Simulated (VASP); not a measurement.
# B (P6_3/mmc) in VASP: further runs, part 3 of 3

VASP 6.6.1. The steps go on from the part before.

**5. Single point, revPBE (13.99 Å³/atom)**

This run uses another cell than the first one, of 13.99 Å³/atom.

The input, INCAR:

```
PREC = Accurate
ENCUT = 520
EDIFF = 1E-7
ISMEAR = -1
SIGMA = 0.1
LREAL = False
LASPH = True
NELM = 80
ALGO = Normal
ISIF = 2
LWAVE = False
LCHARG = True
GGA = RE
LELF = True
LVHAR = True
NBANDS = 10
```

The input, KPOINTS:

```
regular mesh
0
Gamma
  23 23 4
```

The input, POSCAR:

```
B
1.0
    1.7228536253      0.0000000000      0.0000000000
   -0.8614268127      1.4920350066      0.0000000000
    0.0000000000      0.0000000000     10.8823619131
B
2
Direct
    0.3333333333      0.6666666667      0.2500000000
    0.6666666667      0.3333333333      0.7500000000
```

Potentials or basis: VASP PAW PBE potentials, release 64 (B).

Command:

```
$ cat potpaw_PBE.64/B/POTCAR > POTCAR
$ mpirun -np 1 vasp_std > vasp.out
```

OUTCAR:

```text
PREC = Accurate
   ENCUT = 520
   EDIFF = 1E-7
   ISMEAR = -1
   LREAL = False
   LASPH = True
   NELM = 80
   ISIF = 2
   GGA = RE

 ion  position               nearest neighbor table
   1  0.333  0.667  0.250-
   2  0.667  0.333  0.750-

  LATTYP: Found a hexagonal cell.
 ALAT       =     1.7228536253
 C/A-ratio  =     6.3164750350

  Lattice vectors:

 A1 = (   1.7228536253,   0.0000000000,   0.0000000000)
 A2 = (  -0.8614268127,   1.4920350066,   0.0000000000)
 A3 = (   0.0000000000,   0.0000000000,  10.8823619131)

Analysis of symmetry for initial positions (statically):
=====================================================================
 Subroutine PRICEL returns:
 Original cell was already a primitive cell.

 Routine SETGRP: Setting up the symmetry group for a
 hexagonal supercell.

 Subroutine GETGRP returns: Found 24 space group operations
 (whereof 12 operations were pure point group operations)
 out of a pool of 24 trial point group operations.

The static configuration has the point symmetry D_3d.
 The point group associated with its full space group is D_6h.

Analysis of symmetry for dynamics (positions and initial velocities):
=====================================================================
 Subroutine PRICEL returns:
 Original cell was already a primitive cell.

 Routine SETGRP: Setting up the symmetry group for a
 hexagonal supercell.

 Subroutine GETGRP returns: Found 24 space group operations
 (whereof 12 operations were pure point group operations)
 out of a pool of 24 trial point group operations.

The dynamic configuration has the point symmetry D_3d.
 The point group associated with its full space group is D_6h.

 Subroutine INISYM returns: Found 24 space group operations
 (whereof 12 operations are pure point group operations),
 and found     1 'primitive' translations

[... 119 lines left out ...]
   GGA     = RE    functional components
   LHFCALC =     F    Hartree Fock is set to
   AEXX    =    0.0000 exact exchange contribution
   IVDW    =     0    specifies the selected vdW correction
   LEPSILON=     F    determine dielectric tensor
   LRPA    =     F    only Hartree local field effects (RPA)
 non-spin polarized calculation
  energy-cutoff  :      520.00
  volume of cell :       27.97
 maximum number of plane-waves:       779
 NGX is ok and might be reduce to    14
   NGX =  7   NGY =  7   NGZ = 41

 number of electron       6.0000000 magnetization

 Free energy of the ion-electron system (eV)
  ---------------------------------------------------
  ext. energy  EPLUGINS =         0.00000000
  ---------------------------------------------------
  free energy    TOTEN  =       -11.55873643 eV

  energy without entropy =      -11.54334985  energy(sigma->0) =      -11.55104314

 E-fermi :   2.3494     XC(G=0):  -7.3633

 val. band max:        2.3384082096   @ k =   0.3478  -0.0000   0.2500
 cond. band min:       2.3718168151   @ k =   0.3478  -0.0000   0.5000
 fundamental gap:      0.0334086055
 Fermi energy:         2.3494117872

 k-point     1 :       0.0000    0.0000    0.0000
  band No.  band energies     occupation
      1     -14.6589      2.00000
      2     -14.6529      2.00000
      3      -5.3367      2.00000
      4      -5.2210      2.00000
      5       4.2894      0.00000
      6       6.5583      0.00000
      7       7.7233      0.00000
      8      12.8660      0.00000
      9      15.9909      0.00000
     10      23.1230      0.00000
[... 287 lines left out ...]
 k-point    24 :       0.0870    0.0870    0.0000
  band No.  band energies     occupation
      1     -13.6336      2.00000
      2     -13.6284      2.00000
      3      -3.8686      2.00000
      4      -3.7556      2.00000
      5       5.7010      0.00000
      6       8.0605      0.00000
      7       8.9556      0.00000
      8      14.3128      0.00000
      9      16.7644      0.00000
     10      22.3598      0.00000

 [... further k-points ...]

------------------------ aborting loop because EDIFF is reached ----------------------------------------

  FORCE on cell =-STRESS in cart. coord.  units (eV):
  Direction    XX          YY          ZZ          XY          YZ          ZX
  --------------------------------------------------------------------------------------
  -------------------------------------------------------------------------------------
  Total       -0.3202908     -0.3202908     -0.0010979      0.0000000      0.0000000      0.0000000
  in kB      -18.3444387    -18.3444387     -0.0628818      0.0000000      0.0000000      0.0000000
  external PRESSURE =     -12.2505864 kB  Pullay stress =       0.0000000 kB

 VOLUME and BASIS-vectors are now :
 -----------------------------------------------------------------------------
  energy-cutoff  :      520.00
  volume of cell :       27.97
      direct lattice vectors                 reciprocal lattice vectors
     1.722853625  0.000000000  0.000000000     0.580432363  0.335112781  0.000000000
    -0.861426813  1.492035007  0.000000000     0.000000000  0.670225561  0.000000000
     0.000000000  0.000000000 10.882361913     0.000000000  0.000000000  0.091891816

 POSITION                                       TOTAL-FORCE (eV/Angst)
 -----------------------------------------------------------------------------------
     -0.00000      0.99469      2.72059        -0.000000     -0.000000      0.000000
      0.86143      0.49735      8.16177         0.000000      0.000000      0.000000
 -----------------------------------------------------------------------------------
    total drift:                               -0.000000      0.000000     -0.000000

  FREE ENERGIE OF THE ION-ELECTRON SYSTEM (eV)
  ---------------------------------------------------
  free  energy   TOTEN  =       -11.5587364257 eV

  energy  without entropy=      -11.5433498548  energy(sigma->0) =      -11.55104314
```

OSZICAR:

```text
N       E                     dE             d eps       ncg     rms          rms(c)
DAV:   1     0.850014236620E+01    0.85001E+01   -0.31624E+03  3376   0.498E+02
DAV:   2    -0.121200115415E+02   -0.20620E+02   -0.19456E+02  4780   0.104E+02
DAV:   3    -0.124976464066E+02   -0.37763E+00   -0.37222E+00  4350   0.116E+01
DAV:   4    -0.124988698022E+02   -0.12234E-02   -0.12154E-02  4422   0.672E-01
DAV:   5    -0.124988720677E+02   -0.22655E-05   -0.22654E-05  4192   0.279E-02    0.455E+00
DAV:   6    -0.118071516489E+02    0.69172E+00   -0.44831E-01  3826   0.305E+00    0.253E+00
DAV:   7    -0.115470007007E+02    0.26015E+00   -0.60265E-01  3932   0.341E+00    0.565E-01
DAV:   8    -0.115617969218E+02   -0.14796E-01   -0.22561E-02  3818   0.891E-01    0.198E-01
DAV:   9    -0.115595161294E+02    0.22808E-02   -0.15821E-03  3762   0.186E-01    0.115E-01
DAV:  10    -0.115588373016E+02    0.67883E-03   -0.81865E-03  3666   0.423E-01    0.472E-02
DAV:  11    -0.115587346234E+02    0.10268E-03   -0.40222E-04  3724   0.119E-01    0.133E-02
DAV:  12    -0.115587375617E+02   -0.29384E-05   -0.10114E-05  3690   0.241E-02    0.350E-03
DAV:  13    -0.115587364837E+02    0.10780E-05   -0.33022E-06  3948   0.774E-03    0.718E-04
DAV:  14    -0.115587364257E+02    0.58044E-07   -0.11771E-07  3732   0.204E-03
   1 F= -.11558736E+02 E0= -.11551043E+02  d E =-.153866E-01
```

Run time: 64 s. Hardware: 1 thread of AMD EPYC 7R43 (Zen 3), shared host; peak memory 0.13 GiB.

Results:

```
Free energy            : -11.5587 eV
Pressure               : -1.2 GPa
Band gap on the k mesh : zero (bands 3 and 4 overlap by 10.88 eV)
```

Caveat: the PAW data sets were made with another functional, which shifts forces and pressure a little; this functional lacks dispersion, which binds the layers, so the pressure and a relaxed spacing across them are unreliable.

**6. The runs side by side**

| cell | k mesh | gap on the mesh (eV) | pressure (GPa) |
| --- | --- | --- | --- |
| a = 1.651, b = 1.651, c = 10.428 Å, angles 90.0, 90.0, 120.0°, 2 atoms | 23 × 23 × 4 | none | 17.5 |
| a = 1.700, b = 1.700, c = 10.735 Å, angles 90.0, 90.0, 120.0°, 2 atoms | 23 × 23 × 4 | none | 4.0 |
| a = 1.723, b = 1.723, c = 10.882 Å, angles 90.0, 90.0, 120.0°, 2 atoms | 17 × 17 × 9 | none | -0.1 |
| a = 1.723, b = 1.723, c = 10.882 Å, angles 90.0, 90.0, 120.0°, 2 atoms | 23 × 23 × 4 | none | -1.2 |

Alike in all rows: task single point; level revPBE; potentials or basis VASP PAW PBE potentials, release 64 (B); no spin polarisation; cutoff (eV) 520; smearing fermi-dirac 0.1 eV.

Caveats: the PAW data sets were made with another functional, which shifts forces and pressure a little; this functional lacks dispersion, which binds the layers, so the pressure and a relaxed spacing across them are unreliable; the cell stands under pressure (at least some runs).

Total energies depend on the potentials used, so only differences within one code and one set of settings carry meaning.
